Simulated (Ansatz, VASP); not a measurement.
**One calculation of BaTiO3, two programs**

The input INCAR:

```
SYSTEM = BaTiO3
PREC = Accurate
ENCUT = 520
EDIFF = 1E-8
ISMEAR = -1
SIGMA = 0.03
LREAL = .FALSE.
LASPH = .TRUE.
NELM = 80
ALGO = Normal
ISIF = 2
LWAVE = .FALSE.
LCHARG = .FALSE.
GGA = PS
LEFG = .TRUE.
NBANDS = 28
```

File KPOINTS:

```
Automatic mesh
0
G
  7 7 7
  0 0 0
```

The input POSCAR:

```
BaTiO3
1.0
    3.8798060000      0.0000000000      0.0000000000
    0.0000000000      3.8798060000      0.0000000000
    0.0000000000      0.0000000000      4.0180000000
Ba Ti O
1 1 3
Direct
    0.0000000000      0.0000000000      0.0000000000
    0.5000000000      0.5000000000      0.5000000000
    0.5000000000      0.5000000000      0.0000000000
    0.5000000000      0.0000000000      0.5000000000
    0.0000000000      0.5000000000      0.5000000000
```

Input for Ansatz:

```yaml
crystal:
  lattice:
    - [3.879806, 0.0, 0.0]
    - [0.0, 3.879806, 0.0]
    - [0.0, 0.0, 4.018]
  atoms:
    - { symbol: Ba, position: [0.0, 0.0, 0.0] }
    - { symbol: Ti, position: [0.5, 0.5, 0.5] }
    - { symbol: O, position: [0.5, 0.5, 0.0] }
    - { symbol: O, position: [0.5, 0.0, 0.5] }
    - { symbol: O, position: [0.0, 0.5, 0.5] }
kpoints:
  mp_grid: { grid: [7, 7, 7] }
scf:
  occupations: { method: fermi_dirac, width: 0.03 }
hamiltonian:
  xc: pbesol
  pseudopotentials: { kind: all_electron, datasets: crystal }
output:
  forces: true
  stress: true
  eigenvalues: true
  efg: { contact_densities: true }
```

Change from the starting cell: equal xx and yy strain of -3 %, crystal datasets.

Alike in both runs: task electric field gradients; functional PBEsol; k mesh 7 × 7 × 7; occupations fermi-dirac, width 0.03 eV; no spin polarisation.

|  | VASP | Ansatz |
| --- | --- | --- |
| version | VASP 6.6.1 | Ansatz 0.2.0 |
| potentials or method | VASP PAW PBE potentials, release 64 (Ba_sv, Ti_sv, O), cutoff 520 eV | all-electron PAW with datasets made for the crystal, scalar-relativistic |

|  | VASP | Ansatz | Ansatz less VASP |
| --- | --- | --- | --- |
| gap on the k mesh at the Fermi level (eV) | 1.83 | 1.88 | +0.041 |
| pressure (GPa) | 9.2 | 6.9 | -2.27 |
| traceless stress, the component that is largest in VASP (GPa) | -5.66 | -5.47 | +0.193 |
| size of Vzz on the site where it differs most (V/Å²) | 8.9 | 7.9 | -1.01 |

VASP's potentials were made for PBE, not for PBEsol. Ansatz ran all-electron here, and VASP with PAW potentials.

Spin-orbit coupling is off throughout.
